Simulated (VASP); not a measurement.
# TaTe (Pm-3m) in VASP: settings compared, part 2 of 2

VASP 6.6.1. The steps go on from the part before.

## 3. Single point, PBE-based screened hybrid with 25 % exact exchange

File POSCAR:

```
TaTe
1.0
    3.4200900000      0.0000000000      0.0000000000
    0.0000000000      3.4200900000      0.0000000000
    0.0000000000      0.0000000000      3.4200900000
Ta Te
1 1
Direct
    0.5000000000      0.5000000000      0.5000000000
    0.0000000000      0.0000000000      0.0000000000
```

File INCAR.step1:

```
ALGO = Normal
EDIFF = 1E-5
ENCUT = 520
GGA = PE
ISIF = 2
ISMEAR = -1
LASPH = T
LREAL = F
LWAVE = T
NBANDS = 16
NELM = 60
PREC = Accurate
SIGMA = 0.05
```

File INCAR.step2:

```
AEXX = 0.25
ALGO = Normal
EDIFF = 1E-7
ENCUT = 520
GGA = PE
HFSCREEN = 0.1
ISIF = 2
ISMEAR = -1
ISTART = 1
LASPH = T
LCHARG = T
LELF = T
LHFCALC = T
LREAL = F
LVHAR = T
LWAVE = F
NBANDS = 16
NELM = 60
PREC = Accurate
PRECFOCK = Normal
SIGMA = 0.05
```

File KPOINTS:

```
k-points
0
Gamma
  4 4 4
```

Potentials or basis: VASP PAW PBE potentials, release 64 (Ta_pv, Te).

Started as:

```bash
cat potpaw_PBE.64/Ta_pv/POTCAR potpaw_PBE.64/Te/POTCAR > POTCAR
cp INCAR.step1 INCAR
mpirun -np 1 vasp_std > vasp.out
cp INCAR.step2 INCAR
mpirun -np 1 vasp_std > vasp.out
```

OUTCAR:

```text
AEXX = 0.25
   EDIFF = 1E-7
   ENCUT = 520
   GGA = PE
   HFSCREEN = 0.1
   ISIF = 2
   ISMEAR = -1
   ISTART = 1
   LASPH = T
   LHFCALC = T
   LREAL = F
   NELM = 60
   PREC = Accurate
   PRECFOCK = Normal

 ion  position               nearest neighbor table
   1  0.500  0.500  0.500-   2 2.96   2 2.96   2 2.96   2 2.96   2 2.96   2 2.96   2 2.96   2 2.96

   2  0.000  0.000  0.000-   1 2.96   1 2.96   1 2.96   1 2.96   1 2.96   1 2.96   1 2.96   1 2.96

[... 371 lines left out ...]
     16      16.1776      0.00000

------------------------ aborting loop because EDIFF is reached ----------------------------------------

  FORCE on cell =-STRESS in cart. coord.  units (eV):
  Direction    XX          YY          ZZ          XY          YZ          ZX
  --------------------------------------------------------------------------------------
  -------------------------------------------------------------------------------------
  Total       -1.3590292     -1.3590292     -1.3590292      0.0000000      0.0000000      0.0000000
  in kB      -54.4285515    -54.4285515    -54.4285515      0.0000000      0.0000000      0.0000000
  external PRESSURE =     -54.4285515 kB  Pullay stress =       0.0000000 kB

 VOLUME and BASIS-vectors are now :
 -----------------------------------------------------------------------------
  energy-cutoff  :      520.00
  volume of cell :       40.00
      direct lattice vectors                 reciprocal lattice vectors
     3.420090000  0.000000000  0.000000000     0.292389966  0.000000000  0.000000000
     0.000000000  3.420090000  0.000000000     0.000000000  0.292389966  0.000000000
     0.000000000  0.000000000  3.420090000     0.000000000  0.000000000  0.292389966

 POSITION                                       TOTAL-FORCE (eV/Angst)
 -----------------------------------------------------------------------------------
      1.71005      1.71005      1.71005         0.000000      0.000000      0.000000
      0.00000      0.00000      0.00000         0.000000      0.000000      0.000000
 -----------------------------------------------------------------------------------
    total drift:                               -0.000001     -0.000001     -0.000001

  FREE ENERGIE OF THE ION-ELECTRON SYSTEM (eV)
  ---------------------------------------------------
  free  energy   TOTEN  =       -18.1822205603 eV

  energy  without entropy=      -18.1802305306  energy(sigma->0) =      -18.18122555
```

OUTCAR.step1:

```text
EDIFF = 1E-5
   ENCUT = 520
   GGA = PE
   ISIF = 2
   ISMEAR = -1
[... 395 lines left out ...]
 -----------------------------------------------------------------------------------
      1.71005      1.71005      1.71005         0.000000      0.000000      0.000000
      0.00000      0.00000      0.00000         0.000000      0.000000      0.000000
 -----------------------------------------------------------------------------------
    total drift:                                0.000000      0.000000      0.000000

  FREE ENERGIE OF THE ION-ELECTRON SYSTEM (eV)
  ---------------------------------------------------
  free  energy   TOTEN  =       -14.6442496171 eV

  energy  without entropy=      -14.6275884363  energy(sigma->0) =      -14.63591903
```

It took 16 min on 1 thread of Intel Xeon 8259CL, shared host; peak memory 0.28 GiB.

Results:

| Item | Value |
| --- | --- |
| Free energy | -18.1822 eV |
| Pressure | -5.4 GPa |
| Band gap on the k mesh | zero (an odd number of electrons rules out a gap without spin polarisation) |

Levels at points of the mesh, in eV from the Fermi level:
```
           k point  band 6  band 7  band 8  band 9  band 10  band 11
(0.00, 0.00, 0.00)   -4.09   -2.42   -2.42   -2.42     1.53     1.53
(0.50, 0.00, 0.00)   -4.05   -4.05   -3.20    1.81     2.74     4.54
(0.50, 0.50, 0.00)   -7.38   -4.68   -0.69   -0.69    -0.16     1.59
(0.50, 0.50, 0.50)   -8.22   -8.22    1.20    1.20     1.20     3.30
```

Caveat: the k points lie up to 0.46 Å⁻¹ apart, too coarse for converged energies and pressures of a metal; the PAW data sets were made with another functional, which shifts forces and pressure a little; spin-orbit coupling is left out, which moves the levels of the heavy elements.

## 4. Single point, PBE-based screened hybrid with 25 % exact exchange

POSCAR is that of step 3.

File INCAR.step1:

```
PREC = Accurate
ENCUT = 520
EDIFF = 1E-5
ISMEAR = -1
SIGMA = 0.05
LREAL = F
LASPH = T
NELM = 80
ALGO = Normal
ISIF = 2
LWAVE = T
LCHARG = F
GGA = PE
NBANDS = 16
```

File INCAR.step2:

```
PREC = Accurate
ENCUT = 520
EDIFF = 1E-6
ISMEAR = -1
SIGMA = 0.05
LREAL = F
LASPH = T
NELM = 80
ALGO = Normal
ISIF = 2
LWAVE = F
LCHARG = F
GGA = PE
LHFCALC = T
AEXX = 0.25
HFSCREEN = 0.3
PRECFOCK = Normal
ISTART = 1
NBANDS = 16
```

File KPOINTS:

```
regular mesh
0
Gamma
  4 4 4
```

Started as:

```bash
cat potpaw_PBE.64/Ta_pv/POTCAR potpaw_PBE.64/Te/POTCAR > POTCAR
cp INCAR.step1 INCAR
mpirun -np 1 vasp_std > vasp.out
cp INCAR.step2 INCAR
mpirun -np 1 vasp_std > vasp.out
```

Run time: 12 min. Hardware: 1 thread of Intel Xeon 8259CL, shared host; peak memory 0.28 GiB.

It converged, with:

```
Free energy            : -16.7728 eV
Pressure               : -4.7 GPa
Band gap on the k mesh : zero (an odd number of electrons rules out a gap without spin polarisation)
```

Levels at points of the mesh, in eV from the Fermi level:
| k point | band 6 | band 7 | band 8 | band 9 | band 10 | band 11 |
| --- | --- | --- | --- | --- | --- | --- |
| (0.00, 0.00, 0.00) | -3.69 | -2.17 | -2.17 | -2.17 | 1.31 | 1.31 |
| (0.50, 0.00, 0.00) | -3.72 | -3.72 | -2.81 | 1.56 | 2.54 | 4.29 |
| (0.50, 0.50, 0.00) | -7.02 | -4.27 | -0.57 | -0.57 | 0.01 | 1.34 |
| (0.50, 0.50, 0.50) | -7.82 | -7.82 | 1.06 | 1.06 | 1.06 | 3.10 |

Caveat: the k points lie up to 0.46 Å⁻¹ apart, too coarse for converged energies and pressures of a metal; the PAW data sets were made with another functional, which shifts forces and pressure a little; spin-orbit coupling is left out, which moves the levels of the heavy elements.

## 5. Overview

| level | k mesh | cutoff (eV) | smearing | grid for exact exchange (PRECFOCK) | share of exact exchange | screening parameter | gap on the mesh (eV) | pressure (GPa) |
| --- | --- | --- | --- | --- | --- | --- | --- | --- |
| PBE | 5 × 5 × 5 | 500 | fermi-dirac 0.04 eV | - | - | - | none | 0.0 |
| PBE-based screened hybrid with 25 % exact exchange | 4 × 4 × 4 | 520 | fermi-dirac 0.05 eV | Normal | 0.25 | 0.1 1/Å | none | -5.4 |
| PBE-based screened hybrid with 25 % exact exchange | 4 × 4 × 4 | 520 | fermi-dirac 0.05 eV | Normal | 0.25 | 0.3 1/Å | none | -4.7 |

Alike in all rows: task single point; potentials or basis VASP PAW PBE potentials, release 64 (Ta_pv, Te); no spin polarisation; cell as given.

Caveats: all runs use coarse meshes; spin-orbit coupling is left out, which moves the levels of the heavy elements; the PAW data sets were made with another functional, which shifts forces and pressure a little (at least some runs).

Absolute energies hang on the potentials; compare differences alone.
